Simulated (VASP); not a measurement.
SiO2, 21 atoms in the cell. The cell holds an amorphous packing of atoms, 21 atoms: a = 6.651 Å, b = 7.206 Å, c = 6.939 Å, α = 92.65°, β = 91.55°, γ = 95.07°. 

* Program: VASP 6.6.1
* Task: single point
* Functional: PBE
* Potentials or basis: VASP PAW PBE potentials, release 64 (Si, O)
* Cutoff: 520 eV
* k mesh: 1 × 1 × 1, shifted
* Occupations: fermi-dirac, width 0.2482 eV
* Spin: no spin polarisation
* Dipole correction: no
* Further INCAR settings: LREAL = Auto; ALGO = Normal; EDIFF = 1e-06; NBANDS = 72; ISYM = 0

Potentials or basis: VASP PAW PBE potentials, release 64 (Si, O).

Command:

```console
$ cat potpaw_PBE.64/Si/POTCAR potpaw_PBE.64/O/POTCAR > POTCAR
$ mpirun -np 1 vasp_std > vasp.out
```

Hardware: 1 thread of Intel(R) Xeon(R) Platinum 8559C (Emerald Rapids) (shared host).

Q: How long does it take, and how much memory?

A: It took 41 s on 1 thread of Intel(R) Xeon(R) Platinum 8559C (Emerald Rapids) (shared host), peak memory 0.34 GiB. Counts: scf iterations 17, k points 1.
